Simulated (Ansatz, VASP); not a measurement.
# Hf in VASP and in Ansatz

The input INCAR:

```
PREC = Accurate
ENCUT = 520
EDIFF = 1E-7
ISMEAR = -1
SIGMA = 0.1
LREAL = False
LASPH = True
NELM = 100
ALGO = Normal
ISIF = 2
LWAVE = False
LCHARG = False
GGA = RP
NBANDS = 11
```

The input KPOINTS:

```
Automatic mesh
0
Gamma
  10 10 10
```

Contents of POSCAR:

```
Hf
1.0
    0.0000000000      2.2200000000      2.2200000000
    2.2200000000      0.0000000000      2.2200000000
    2.2200000000      2.2200000000      0.0000000000
Hf
1
Direct
    0.0000000000      0.0000000000      0.0000000000
```

input.yaml

```yaml
crystal:
  lattice:
    - [0.0, 2.22, 2.22]
    - [2.22, 0.0, 2.22]
    - [2.22, 2.22, 0.0]
  atoms:
    - { symbol: Hf, position: [0.0, 0.0, 0.0] }
hamiltonian:
  xc: rpbe
  pseudopotentials: { kind: paw, level: accurate }
kpoints:
  mp_grid: { grid: [10, 10, 10] }
  band_path:
    path:
      - [[0.0, 0.0, 0.0], [0.5, 0.0, 0.5], [0.5, 0.25, 0.75], [0.375, 0.375, 0.75], [0.0, 0.0, 0.0], [0.5, 0.5, 0.5], [0.625, 0.25, 0.625], [0.5, 0.25, 0.75], [0.5, 0.5, 0.5], [0.375, 0.375, 0.75]]
      - [[0.625, 0.25, 0.625], [0.5, 0.0, 0.5]]
    npoints: 14
scf:
  occupations: { method: fermi_dirac, width: 0.1 }
  n_extra_bands: 6
output:
  forces: true
  stress: true
  eigenvalues: true
  fatbands: false
  write_density: true
  write_potential: true
  elf: true
  volumetric_format: npy
```

Alike in both runs: functional RPBE; k mesh 10 × 10 × 10; occupations fermi-dirac, width 0.1 eV; no spin polarisation.

```csv
,VASP,Ansatz
version,VASP 6.6.1,Ansatz 0.2.0
potentials or method,"VASP PAW PBE potentials, release 64 (Hf_pv)",Ansatz PAW earlier set
plane-wave cutoff (eV),520,620
valence electrons in the cell,10,26
task,single point,band structure
```

```csv
,VASP,Ansatz,Ansatz less VASP
gap on the k mesh at the Fermi level (eV),none,none,-
pressure (GPa),5.8,6.4,+0.55
```

VASP's potentials were made for PBE, not for RPBE. A gap of «none» marks a metal or a gap that the smearing closes. VASP's potentials hold 10 valence electrons a cell and Ansatz's 26, so a difference there can come from the potentials and not from the codes.

Spin-orbit coupling is off throughout.
